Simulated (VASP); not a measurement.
**LiCl: single point with HSE06**

LiCl:

```xyz
4
Lattice="4.1914 0.0000 0.0000 -2.0957 3.6299 0.0000 0.0000 0.0000 5.2325" Properties=species:S:1:pos:R:3 pbc="T T T"
Li    0.0000    2.4199    1.3081
Li    2.0957    1.2100    3.9244
Cl    2.0957    1.2100    1.3081
Cl    0.0000    2.4199    3.9244
```

This cell differs from its parent crystal: biaxial xy strain +0.7%.

```yaml
Program: VASP 6.6.1
Task: single point
Functional: HSE06
Potentials_or_basis: VASP PAW PBE potentials, release 64 (Li_sv, Cl)
Cutoff: 520 eV
k_mesh: 6 × 6 × 4
Occupations: gaussian, width 0.01 eV
Spin: no spin polarisation
```

| Quantity | Value |
| --- | --- |
| Band gap on the k mesh | 6.91 eV |

Levels at points of the mesh, in eV from the valence-band top:
```
           k point  band 6  band 7  band 8  band 9  band 10  band 11  band 12  band 13  band 14  band 15
(0.00, 0.00, 0.00)   -1.45   -1.45   -0.62   -0.62     0.00     6.91     9.38    10.22    10.22    11.66
(0.50, 0.00, 0.00)   -1.98   -1.95   -1.46   -1.03    -0.66     8.58     9.88    10.28    11.77    11.83
(0.00, 0.00, 0.50)   -1.52   -1.04   -1.04   -1.04    -1.04     8.91     8.91    10.23    10.23    10.23
(0.50, 0.00, 0.50)   -2.64   -1.38   -1.38   -0.49    -0.49     8.55     8.55    10.73    10.73    12.88
```

Run time: 19 min on 1 thread of Intel(R) Xeon(R) 6975P-C (Granite Rapids) (shared host), peak memory 0.33 GiB.

Caveat: the cell differs from its parent crystal (biaxial xy strain +0.7%).
